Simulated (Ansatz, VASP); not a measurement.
## Two plane-wave programs on Al2Cu

File INCAR:

```
SYSTEM = Al2Cu
PREC = Accurate
ENCUT = 520
EDIFF = 1E-7
ISMEAR = 0
SIGMA = 0.15
LREAL = .FALSE.
LASPH = .TRUE.
NELM = 100
ALGO = Fast
ISIF = 2
LWAVE = .FALSE.
LCHARG = .TRUE.
GGA = CA
LELF = .TRUE.
LVHAR = .TRUE.
NBANDS = 16
```

Contents of KPOINTS:

```
Automatic mesh
0
G
  14 14 14
  0 0 0
```

POSCAR

```
Al2Cu
1.0
   -1.9277902631      1.9277902631      2.9011648577
    1.9277902631     -1.9277902631      2.9011648577
    2.0348396054      2.0348396054     -2.9011648577
Al Cu
2 1
Direct
    0.7500000000      0.2500000000      0.5000000000
    0.2500000000      0.7500000000      0.5000000000
    0.5000000000      0.5000000000      0.0000000000
```

Input for Ansatz:

```yaml
crystal:
  lattice:
    - [-1.9277902631, 1.9277902631, 2.9011648577]
    - [1.9277902631, -1.9277902631, 2.9011648577]
    - [2.0348396054, 2.0348396054, -2.9011648577]
  atoms:
    - { symbol: Al, position: [0.75, 0.25, 0.5] }
    - { symbol: Al, position: [0.25, 0.75, 0.5] }
    - { symbol: Cu, position: [0.5, 0.5, 0.0] }
basis:
  ecutwfc: 520.0
kpoints:
  mp_grid: { grid: [14, 14, 14] }
hamiltonian:
  xc: lda
  pseudopotentials: { kind: paw, azcp: { folder: soft_1 } }
scf:
  occupations: { method: gaussian, width: 0.15 }
output:
  forces: true
  stress: true
  eigenvalues: true
```

Change from the starting cell: strain +e along x and -e along y -0.0267, strain +e along z and -e/2 along x and y +0.0233.

Alike in both runs: task single point; functional LDA; k mesh 14 × 14 × 14; occupations gaussian, width 0.15 eV; no spin polarisation.

```csv
,VASP,Ansatz
version,VASP 6.6.1,Ansatz 0.2.0
potentials or method,"VASP PAW LDA potentials, release 64 (Al, Cu), cutoff 520 eV","scalar-relativistic, plane waves, PAW"
valence electrons in the cell,17,25
```

```tsv
	VASP	Ansatz	Ansatz less VASP
gap on the k mesh at the Fermi level (eV)	none	none	-
pressure (GPa)	0.7	0.4	-0.31
traceless stress, the component that is largest in VASP (GPa)	-3.37	-3.39	-0.018
```

Ansatz warns that its potentials were made for another functional, while VASP's fit it. LDA's correlation is that of Perdew and Zunger in VASP and of Perdew and Wang (1992) in Ansatz. A gap of «none» marks a metal or a gap that the smearing closes. VASP's potentials hold 17 valence electrons a cell and Ansatz's 25, so a difference there can come from the potentials and not from the codes.
